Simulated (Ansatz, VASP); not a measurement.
**BiSb3: VASP beside Ansatz**

INCAR

```
SYSTEM = BiSb3
  PREC = Accurate
  ENCUT = 600
  EDIFF = 1E-6
  ISMEAR = 0
  SIGMA = 0.1
  LREAL = .False.
  LASPH = .True.
  NELM = 80
  ALGO = Fast
  ISIF = 3
  LWAVE = .False.
  LCHARG = .False.
  GGA = PE
  IBRION = 2
  NSW = 100
  EDIFFG = -0.01
```

Contents of KPOINTS:

```
regular mesh
0
Gamma
  10 10 10
  0 0 0
```

The input POSCAR:

```
BiSb3
1.0
    4.8169844837      0.0000000000      0.0000000000
    0.0000000000      4.8169844837      0.0000000000
    0.0000000000      0.0000000000      4.8169844837
Sb Bi
3 1
Direct
    0.0000000000      0.5000000000      0.5000000000
    0.5000000000      0.0000000000      0.5000000000
    0.5000000000      0.5000000000      0.0000000000
    0.0000000000      0.0000000000      0.0000000000
```

Input for Ansatz:

```yaml
crystal:
  lattice:
    - [4.8169844837, 0.0, 0.0]
    - [0.0, 4.8169844837, 0.0]
    - [0.0, 0.0, 4.8169844837]
  atoms:
    - { symbol: Sb, position: [0.0, 0.5, 0.5] }
    - { symbol: Sb, position: [0.5, 0.0, 0.5] }
    - { symbol: Sb, position: [0.5, 0.5, 0.0] }
    - { symbol: Bi, position: [0.0, 0.0, 0.0] }
basis:
  ecutwfc: 420
kpoints:
  mp_grid: { grid: [10, 10, 10] }
hamiltonian:
  xc: pbe
scf:
  occupations: { method: gaussian, width: 0.1 }
output:
  forces: true
  stress: true
  eigenvalues: true
relax:
  adjacent_minimum: "off"
  f_tol: 0.01
  max_steps: 80
  cell: { stress_tol: 0.05 }
```

Alike in both runs: task relaxation of cell and atoms; functional PBE; k mesh 10 × 10 × 10; occupations gaussian, width 0.1 eV; no spin polarisation.

|  | VASP | Ansatz |
| --- | --- | --- |
| version | VASP 6.6.1 | Ansatz 0.2.0 |
| potentials or method | VASP PAW PBE potentials, release 64 (Sb, Bi_d), cutoff 600 eV | scalar-relativistic, plane waves, PAW |
| valence electrons in the cell | 30 | 60 |

|  | VASP | Ansatz | Ansatz less VASP |
| --- | --- | --- | --- |
| gap on the k mesh at the Fermi level, each at its own relaxed structure (eV) | none | none | - |
| relaxed volume (Å³/atom) | 28.56 | 28.63 | +0.068 |
| relaxed length of the cell vector where the two differ most in proportion (Å) | 4.852 | 4.856 | +0.0039 |

A gap of «none» marks a metal or a gap that the smearing closes. VASP's potentials hold 30 valence electrons a cell and Ansatz's 60, so a difference there can come from the potentials and not from the codes.

Neither program's run includes spin-orbit coupling.
